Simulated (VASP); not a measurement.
Wanted: the native input for a VASP 6.6.1 run.

```
Task                   : single point
Functional             : PBE
Potentials or basis    : VASP PAW PBE potentials, release 64 (Ir)
Cutoff                 : 520 eV
k mesh                 : 20 × 20 × 20
Occupations            : fermi-dirac, width 0.05 eV
Spin                   : collinear spin, ferromagnetic start
Starting moments       : [1.0] μB
Dipole correction      : no
Further INCAR settings : ALGO = Normal; EDIFF = 1e-07; NBANDS = 14
```

The structure of Ir lies in POSCAR:

```
Ir
1.0
    2.6708202351      0.0000000000      0.0000000000
    0.0000000000      2.6708202351      0.0000000000
    0.0000000000      0.0000000000      2.6708202351
Ir
1
Direct
    0.0000000000      0.0000000000      0.0000000000
```

This cell differs from its parent crystal: volume scaled by 1.12.

One way to write it, as run:

INCAR

```
PREC     = Accurate       # precision mode
ENCUT    = 520            # plane-wave cutoff, eV
EDIFF    = 1E-7           # SCF threshold, eV
ISMEAR   = -1             # smearing method
SIGMA    = 0.05           # smearing width, eV
LREAL    = F              # projectors in reciprocal space
LASPH    = T              # aspherical terms in the spheres
NELM     = 150            # most SCF steps
ALGO     = Normal         # electronic algorithm
ISIF     = 2              # what is computed and relaxed
LWAVE    = F              # write WAVECAR
LCHARG   = F              # write CHGCAR
ISPIN    = 2              # spin polarisation
MAGMOM   = 1              # initial moments
LORBIT   = 11             # projections on sites
LMAXMIX  = 4              # l up to which the mixer works
GGA      = PE             # functional
NBANDS   = 14             # bands
```

KPOINTS

```
regular mesh
0
Gamma
  20 20 20
```

Potentials or basis: VASP PAW PBE potentials, release 64 (Ir).

Launch:

```console
$ cat potpaw_PBE.64/Ir/POTCAR > POTCAR
$ mpirun -np 1 vasp_std > vasp.out
```

Results of the run:

```json
{"Pressure": "-21.1 GPa", "Net moment": "0.00 μB per cell", "Valence electrons inside the program's atomic spheres": "Ir 7.98"}
```

It took 97 s on 1 thread of AMD EPYC 9R14 (Zen 4), on a shared host, peak memory 0.19 GiB.
